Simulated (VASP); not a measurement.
# TiC (Fm-3m) in VASP: a series of runs

The runs below take TiC through relaxation of cell and atoms, single point, with RPBE+D3(BJ), r2SCAN+D4.

Program: VASP 6.6.1. These are calculated values, not measurements. Logs are shortened: lines on timing, memory, paths and dates and some standing lists are left out, and cuts for length are marked.

**1. The cell of the first run**

Symmetry: Fm-3m, No. 225, cubic system. The conventional cell has a = 4.331 Å, b = 4.331 Å, c = 4.331 Å, α = 90.00°, β = 90.00°, γ = 90.00°. Within 2.9 Å of Ti (site symmetry m-3m) lie 6 C at 2.17 Å. C (site symmetry m-3m) has 6 Ti at 2.17 Å within 2.9 Å.

**2. Relaxation of cell and atoms, RPBE+D3(BJ)**

INCAR reads:

```
SYSTEM = TiC
  PREC = Accurate
  ENCUT = 600
  EDIFF = 1E-6
  ISMEAR = -1
  SIGMA = 0.05
  LREAL = .FALSE.
  LASPH = .TRUE.
  NELM = 80
  ALGO = Normal
  ISIF = 3
  LWAVE = .FALSE.
  LCHARG = .FALSE.
  GGA = RP
  IVDW = 12
  IBRION = 2
  NSW = 60
  EDIFFG = -0.01
```

KPOINTS reads:

```
regular mesh
0
G
  11 11 11
  0 0 0
```

POSCAR reads:

```
TiC
1.0
    0.0000000000      2.1657188437      2.1657188437
    2.1657188437      0.0000000000      2.1657188437
    2.1657188437      2.1657188437      0.0000000000
Ti C
1 1
Direct
    0.0000000000      0.0000000000      0.0000000000
    0.5000000000      0.5000000000      0.5000000000
```

Potentials or basis: VASP PAW PBE potentials, release 64 (Ti_sv, C).

The run is started by

```bash
> cat potpaw_PBE.64/Ti_sv/POTCAR potpaw_PBE.64/C/POTCAR > POTCAR
> mpirun -np 1 vasp_std > vasp.out
```

OUTCAR:

```text
SYSTEM = TiC
   PREC = Accurate
   ENCUT = 600
   EDIFF = 1E-6
   ISMEAR = -1
   LREAL = .FALSE.
   LASPH = .TRUE.
   NELM = 80
   ISIF = 3
   GGA = RP
   IVDW = 12
   IBRION = 2
   NSW = 60
   EDIFFG = -0.01
 IVDW          = 12

 ion  position               nearest neighbor table
   1  0.000  0.000  0.000-   2 2.17   2 2.17   2 2.17   2 2.17   2 2.17   2 2.17
   2  0.500  0.500  0.500-   1 2.17   1 2.17   1 2.17   1 2.17   1 2.17   1 2.17

  LATTYP: Found a face centered cubic cell.
 ALAT       =     4.3314376874

  Lattice vectors:

 A1 = (   0.0000000000,   2.1657188437,   2.1657188437)
 A2 = (   2.1657188437,   0.0000000000,   2.1657188437)
 A3 = (   2.1657188437,   2.1657188437,   0.0000000000)

Analysis of symmetry for initial positions (statically):
=====================================================================
 Subroutine PRICEL returns:
 Original cell was already a primitive cell.

 Routine SETGRP: Setting up the symmetry group for a
 face centered cubic supercell.

 Subroutine GETGRP returns: Found 48 space group operations
[... 9 lines left out ...]

 Routine SETGRP: Setting up the symmetry group for a
 face centered cubic supercell.

 Subroutine GETGRP returns: Found 48 space group operations
[... 11 lines left out ...]
                                     Primitive cell

  volume of cell :      20.3159

  direct lattice vectors                    reciprocal lattice vectors
     0.000000000  2.165718844  2.165718844    -0.230870227  0.230870227  0.230870227
     2.165718844  0.000000000  2.165718844     0.230870227 -0.230870227  0.230870227
     2.165718844  2.165718844  0.000000000     0.230870227  0.230870227 -0.230870227

  length of vectors
     3.062788961  3.062788961  3.062788961     0.399878962  0.399878962  0.399878962

  position of ions in fractional coordinates (direct lattice)
[... 8 lines left out ...]
----------------------------------------------------------------------------------------

 KPOINTS: regular mesh

Automatic generation of k-mesh.
 Grid dimensions read from file:
 generate k-points for:   11   11   11

 Generating k-lattice:

  Cartesian coordinates                     Fractional coordinates (reciprocal lattice)
    -0.020988202  0.020988202  0.020988202     0.090909091  0.000000000  0.000000000
     0.020988202 -0.020988202  0.020988202     0.000000000  0.090909091  0.000000000
     0.020988202  0.020988202 -0.020988202     0.000000000  0.000000000  0.090909091

  Length of vectors
     0.036352633  0.036352633  0.036352633

  Shift w.r.t. Gamma in fractional coordinates (k-lattice)
     0.000000000  0.000000000  0.000000000

 Subroutine IBZKPT returns following result:
 ===========================================

 Found     56 irreducible k-points:

 Following reciprocal coordinates:
            Coordinates               Weight
  0.000000  0.000000  0.000000      1.000000
  0.090909  0.000000  0.000000      8.000000
  0.181818  0.000000  0.000000      8.000000
  0.272727  0.000000  0.000000      8.000000
  0.363636  0.000000  0.000000      8.000000
  0.454545  0.000000  0.000000      8.000000
[... 16 lines left out ...]
 -0.272727  0.181818  0.000000     24.000000
 -0.181818  0.181818  0.000000     12.000000
 [... further k-points ...]
   k-points           NKPTS =     56   k-points in BZ     NKDIM =     56   number of bands    NBANDS=     12
   number of dos      NEDOS =    301   number of ions     NIONS =      2
   total plane-waves  NPLWV =  13824
   dimension x,y,z NGX =    24 NGY =   24 NGZ =   24
   dimension x,y,z NGXF=    48 NGYF=   48 NGZF=   48
   ions per type =               1   1
   NGX,Y,Z   is equivalent  to a cutoff of  13.03, 13.03, 13.03 a.u.
   NGXF,Y,Z  is equivalent  to a cutoff of  26.05, 26.05, 26.05 a.u.
 SYSTEM =  TiC
   PREC   = accura    normal or accurate (medium, high low for compatibility)
   ISTART =      0    job   : 0-new  1-cont  2-samecut
   ICHARG =      2    charge: 1-file 2-atom 10-const
   ISPIN  =      1    spin polarized calculation?
   LNONCOLLINEAR =      F non collinear calculations
   LSORBIT =      F    spin-orbit coupling
   LASPH  =      T    aspherical Exc in radial PAW
   ENCUT  =  600.0 eV  44.10 Ry    6.64 a.u.   6.12  6.12  6.12*2*pi/ulx,y,z
   NELM   =     80;   NELMIN=  2; NELMDL= -5     # of ELM steps
   EDIFF  = 0.1E-05   stopping-criterion for ELM
   LREAL  =      F    real-space projection
   EDIFFG = -.1E-01   stopping-criterion for IOM
   NSW    =     60    number of steps for IOM
   IBRION =      2    ionic relax: 0-MD 1-quasi-New 2-CG
   NFREE  =      1    steps in history (QN), initial steepest desc. (CG)
   ISIF   =      3    stress and relaxation
   ISYM   =      2    0-nonsym 1-usesym 2-fastsym
   POTIM  = 0.5000    time-step for ionic-motion
   TEBEG  =    0.0;   TEEND  =   0.0 temperature during run
   PSTRESS=    0.0 pullay stress
   NELECT =      16.0000    total number of electrons
   NUPDOWN=      -1.0000    fix difference up-down
   EMIN   =  10.00;   EMAX   =-10.00  energy-range for DOS
   EFERMI =   0.00;   METHOD = LEGACY
   ISMEAR =    -1;   SIGMA  =   0.05  broadening in eV -4-tet -1-fermi 0-gaus
   EFERMI_NEDOS =   21; number of points for ismear=-14 and -15
   IALGO  =     38    algorithm
   IMIX   =      4    mixing-type and parameters
     AMIX     =   0.40;   BMIX     =  1.00
     AMIX_MAG =   1.60;   BMIX_MAG =  1.00
  volume/ion in A,a.u.               =      10.16        68.55
  Fermi-wavevector in a.u.,A,eV,Ry     =   1.511829  2.856943 31.097854  2.285628
  Thomas-Fermi vector in A             =   2.621834
   LORBIT       =      0    0 simple, 1 ext, 2 COOP (PROOUT), +10 PAW based schemes
   GGA     = RP    functional components
   LHFCALC =     F    Hartree Fock is set to
   AEXX    =    0.0000 exact exchange contribution
   IVDW    =    12    specifies the selected vdW correction
   LEPSILON=     F    determine dielectric tensor
   LRPA    =     F    only Hartree local field effects (RPA)
 conjugate gradient relaxation of ions
 non-spin polarized calculation
  energy-cutoff  :      600.00
  volume of cell :       20.32
 maximum number of plane-waves:       690
   NGX = 13   NGY = 13   NGZ = 13

--------------------------------------- Ionic step        1  -------------------------------------------

 number of electron      16.0000000 magnetization

 Free energy of the ion-electron system (eV)
  ---------------------------------------------------
  ext. energy  EPLUGINS =         0.00000000
  ---------------------------------------------------
  free energy    TOTEN  =       -17.80052410 eV

  energy without entropy =      -17.79818063  energy(sigma->0) =      -17.79935236

 E-fermi :   9.5952     XC(G=0): -12.6024

 val. band max:        9.4487915792   @ k =   0.4545   0.4545   0.0000
 cond. band min:       9.6853937847   @ k =   0.0909   0.0000   0.0000
 fundamental gap:      0.2366022055
 Fermi energy:         9.5952201667

 k-point     1 :       0.0000    0.0000    0.0000
  band No.  band energies     occupation
      1     -47.2052      2.00000
      2     -23.1602      2.00000
      3     -23.1602      2.00000
      4     -23.1602      2.00000
      5      -2.9344      2.00000
      6      10.2398      0.00001
      7      10.2398      0.00001
      8      10.2398      0.00001
      9      11.2062      0.00000
     10      11.2062      0.00000
     11      11.2062      0.00000
     12      11.2345      0.00000
[... 331 lines left out ...]
 k-point    24 :      -0.1818    0.1818    0.0000
  band No.  band energies     occupation
      1     -47.1576      2.00000
      2     -23.4295      2.00000
      3     -23.2662      2.00000
      4     -23.1797      2.00000
      5      -1.2197      2.00000
      6       6.2721      2.00000
      7       7.3579      2.00000
      8       7.5989      2.00000
      9      11.0922      0.00000
     10      12.1848      0.00000
     11      13.1091      0.00000
     12      13.8823      0.00000

 [... further k-points ...]

------------------------ aborting loop because EDIFF is reached ----------------------------------------

 Edisp (eV)   -4.54860

 E8    (eV) :    -2.9602

  FORCE on cell =-STRESS in cart. coord.  units (eV):
  Direction    XX          YY          ZZ          XY          YZ          ZX
  --------------------------------------------------------------------------------------
  -------------------------------------------------------------------------------------
  Total      -4.49902    -4.49902    -4.49902     0.00000     0.00000    -0.00000
  in kB    -354.80689  -354.80689  -354.80689     0.00000     0.00000    -0.00000
  external pressure =     -354.81 kB  Pullay stress =        0.00 kB
[... 221 lines left out ...]
  energy  without entropy=      -22.6642052528  energy(sigma->0) =      -22.66559156

--------------------------------------- Ionic step        7  -------------------------------------------

 number of electron      16.0000000 magnetization

 Free energy of the ion-electron system (eV)
  ---------------------------------------------------
  ext. energy  EPLUGINS =         0.00000000
  ---------------------------------------------------
  free energy    TOTEN  =       -17.39761015 eV

  energy without entropy =      -17.39482600  energy(sigma->0) =      -17.39621807

 E-fermi :  11.2856     XC(G=0): -13.3270

 val. band max:       11.2469318906   @ k =   0.4545   0.4545   0.0000
 cond. band min:      11.3322255654   @ k =   0.0909   0.0000   0.0000
 fundamental gap:      0.0852936749
 Fermi energy:        11.2856444632

 k-point     1 :       0.0000    0.0000    0.0000
  band No.  band energies     occupation
      1     -45.1420      2.00000
      2     -21.0023      2.00000
      3     -21.0023      2.00000
      4     -21.0023      2.00000
      5      -1.8901      2.00000
      6      11.9403      0.00000
      7      11.9403      0.00000
      8      11.9403      0.00000
      9      13.0560      0.00000
     10      13.0560      0.00000
     11      13.0560      0.00000
     12      13.1997      0.00000
[... 331 lines left out ...]
 k-point    24 :      -0.1818    0.1818    0.0000
  band No.  band energies     occupation
      1     -45.0551      2.00000
      2     -21.4475      2.00000
      3     -21.1746      2.00000
      4     -21.0302      2.00000
      5       0.1299      2.00000
      6       7.5778      2.00000
      7       8.6667      2.00000
      8       8.9861      2.00000
      9      12.9751      0.00000
     10      14.3600      0.00000
     11      15.3169      0.00000
     12      16.4360      0.00000

 [... further k-points ...]

------------------------ aborting loop because EDIFF is reached ----------------------------------------

 Edisp (eV)   -5.26943

 E8    (eV) :    -3.4354

  FORCE on cell =-STRESS in cart. coord.  units (eV):
  Direction    XX          YY          ZZ          XY          YZ          ZX
  --------------------------------------------------------------------------------------
  -------------------------------------------------------------------------------------
  Total       0.00219     0.00219     0.00219    -0.00000     0.00000    -0.00000
  in kB       0.19808     0.19808     0.19808    -0.00000     0.00000    -0.00000
  external pressure =        0.20 kB  Pullay stress =        0.00 kB
[... 17 lines left out ...]
  FREE ENERGIE OF THE ION-ELECTRON SYSTEM (eV)
  ---------------------------------------------------
  free  energy   TOTEN  =       -22.6670376671 eV

  energy  without entropy=      -22.6642535189  energy(sigma->0) =      -22.66564559

 reached required accuracy - stopping structural energy minimisation
```

Wall time 57 s (1 thread of Intel Xeon Platinum 8488C (Sapphire Rapids), shared host); peak memory 0.17 GiB.

Results:

| Property | Result |
| --- | --- |
| Free energy | -22.6670 eV |
| Relaxed volume | 8.87 Å³/atom |
| Relaxed cell | a = 2.928 Å, b = 2.928 Å, c = 2.928 Å, α = 60.00°, β = 60.00°, γ = 60.00° |
| Space group after relaxing (to 0.05 Å) | Fm-3m (No. 225) |
| Energy gained by relaxing | 159.0 meV/atom |
| Ionic steps | 7 |
| Pressure after relaxing | 0.0 GPa |
| Band gap on the k mesh | zero (band 8 reaches 11.94 eV, above the bottom of band 9 at 10.77 eV) |
| Dispersion energy per atom | -2.635 eV |

Step by step:
```tsv
step	energy change (eV)	largest force (eV/Å)	pressure (GPa)	volume (Å³)
1	0.0000	0.0000	-35.48	20.32
2	0.6159	0.0000	105.26	14.39
3	-0.3166	0.0000	-2.75	17.89
4	-0.3179	0.0000	-0.62	17.77
5	-0.3179	0.0000	0.40	17.73
6	-0.3179	0.0000	-0.60	17.78
7	-0.3179	0.0000	0.02	17.74
```

Final structure:
```xyz
2
Lattice="0.0000 2.0702 2.0702 2.0702 0.0000 2.0702 2.0702 2.0702 0.0000" Properties=species:S:1:pos:R:3 pbc="T T T"
Ti    0.0000    0.0000    0.0000
C     2.0702    2.0702    2.0702
```

Caveat: the PAW data sets were made with another functional, which shifts forces and pressure a little; pairwise dispersion overbinds metals, which lowers pressure and volume.

**3. Single point, r2SCAN+D4**

POSCAR is that of step 2.

INCAR.step1 reads:

```
PREC = Accurate ; ENCUT = 520
ISMEAR = -1 ; SIGMA = 0.05
LREAL = False ; LASPH = True
NELM = 80 ; NBANDS = 15
GGA = PE ; ALGO = Normal
EDIFF = 1E-4 ; LWAVE = True
LCHARG = False
```

INCAR.step2 reads:

```
PREC = Accurate ; ENCUT = 520
EDIFF = 1E-6 ; ISMEAR = -1
SIGMA = 0.05 ; LREAL = False
LASPH = True ; NELM = 80
ALGO = Normal ; ISIF = 2
LWAVE = False ; LCHARG = True
METAGGA = R2SCAN ; LMIXTAU = True
IVDW = 13 ; VDW_S6 = 1.0
VDW_S8 = 0.6018749 ; VDW_A1 = 0.51559235
VDW_A2 = 5.77342911 ; LELF = True
LVHAR = True ; NBANDS = 15
ISTART = 1
```

KPOINTS reads:

```
Automatic mesh
0
Gamma
  11 11 11
```

Potentials or basis: VASP PAW PBE potentials, release 64 (Ti_sv, C).

The run is started by

```bash
> cat potpaw_PBE.64/Ti_sv/POTCAR potpaw_PBE.64/C/POTCAR > POTCAR
> cp INCAR.step1 INCAR
> mpirun -np 1 vasp_std > vasp.out
> cp INCAR.step2 INCAR
> mpirun -np 1 vasp_std > vasp.out
```

OUTCAR:

```text
PREC = Accurate
   ENCUT = 520
   EDIFF = 1E-6
   ISMEAR = -1
   LREAL = False
   LASPH = True
   NELM = 80
   ISIF = 2
   METAGGA = R2SCAN
   IVDW = 13
   ISTART = 1

 ion  position               nearest neighbor table
   1  0.000  0.000  0.000-   2 2.17   2 2.17   2 2.17   2 2.17   2 2.17   2 2.17
   2  0.500  0.500  0.500-   1 2.17   1 2.17   1 2.17   1 2.17   1 2.17   1 2.17

  LATTYP: Found a face centered cubic cell.
 ALAT       =     4.3314376874

  Lattice vectors:

[... 618 lines left out ...]
------------------------ aborting loop because EDIFF is reached ----------------------------------------

  DFT-D4 for vdW energy calculation

  Edisp (eV):   -0.20564

  FORCE on cell =-STRESS in cart. coord.  units (eV):
  Direction    XX          YY          ZZ          XY          YZ          ZX
  --------------------------------------------------------------------------------------
  -------------------------------------------------------------------------------------
  Total      -0.18151    -0.18151    -0.18151    -0.00000     0.00000     0.00000
  in kB     -14.31420   -14.31420   -14.31420    -0.00000     0.00000     0.00000
  external pressure =      -14.31 kB  Pullay stress =        0.00 kB

 VOLUME and BASIS-vectors are now :
 -----------------------------------------------------------------------------
  energy-cutoff  :      520.00
  volume of cell :       20.32
      direct lattice vectors                 reciprocal lattice vectors
     0.000000000  2.165718844  2.165718844    -0.230870227  0.230870227  0.230870227
     2.165718844  0.000000000  2.165718844     0.230870227 -0.230870227  0.230870227
     2.165718844  2.165718844  0.000000000     0.230870227  0.230870227 -0.230870227

 POSITION                                       TOTAL-FORCE (eV/Angst)
 -----------------------------------------------------------------------------------
      0.00000      0.00000      0.00000         0.000000      0.000000     -0.000000
      2.16572      2.16572      2.16572        -0.000000     -0.000000      0.000000
 -----------------------------------------------------------------------------------
    total drift:                                0.000000     -0.000000     -0.000000

  FREE ENERGIE OF THE ION-ELECTRON SYSTEM (eV)
  ---------------------------------------------------
  free  energy   TOTEN  =       -25.0753312391 eV

  energy  without entropy=      -25.0728854677  energy(sigma->0) =      -25.07410835
```

OSZICAR.step1:

```text
N       E                     dE             d eps       ncg     rms          rms(c)
DAV:   1     0.117869214357E+03    0.11787E+03   -0.81124E+03  1687   0.127E+03
DAV:   2    -0.167731246570E+02   -0.13464E+03   -0.12592E+03  1841   0.339E+02
DAV:   3    -0.240196655995E+02   -0.72465E+01   -0.71169E+01  2068   0.783E+01
DAV:   4    -0.243165306588E+02   -0.29687E+00   -0.29664E+00  2229   0.141E+01
DAV:   5    -0.243221807604E+02   -0.56501E-02   -0.56494E-02  2100   0.177E+00    0.183E+01
DAV:   6    -0.193307668914E+02    0.49914E+01   -0.11853E+01  2349   0.563E+01    0.694E+00
DAV:   7    -0.187469396638E+02    0.58383E+00   -0.21713E+00  1988   0.208E+01    0.490E+00
DAV:   8    -0.187232699452E+02    0.23670E-01   -0.10646E-01  1884   0.339E+00    0.343E+00
DAV:   9    -0.187140511539E+02    0.92188E-02   -0.99880E-02  2287   0.441E+00    0.757E-01
DAV:  10    -0.187124803848E+02    0.15708E-02   -0.12035E-02  2165   0.142E+00    0.641E-01
DAV:  11    -0.187105128765E+02    0.19675E-02   -0.26928E-03  1925   0.729E-01    0.195E-01
DAV:  12    -0.187103544947E+02    0.15838E-03   -0.31701E-04  2156   0.246E-01    0.409E-02
DAV:  13    -0.187103452600E+02    0.92347E-05   -0.46994E-05   991   0.686E-02
   1 F= -.18710345E+02 E0= -.18709162E+02  d E =-.236715E-02
```

Wall time 72 s (1 thread of Intel Xeon Platinum 8259CL at 2.50GHz (Skylake/Cascade Lake), shared host); peak memory 0.16 GiB.

What came out:

```yaml
Free_energy: -25.0753 eV
Pressure: -1.4 GPa
Band_gap_on_the_k_mesh: zero (band 8 reaches 10.35 eV, above the bottom of band 9 at 9.02 eV)
Dispersion_energy_per_atom: -0.103 eV
```

Caveat: the PAW data sets were made with another functional, which shifts forces and pressure a little; pairwise dispersion overbinds metals, which lowers pressure and volume.
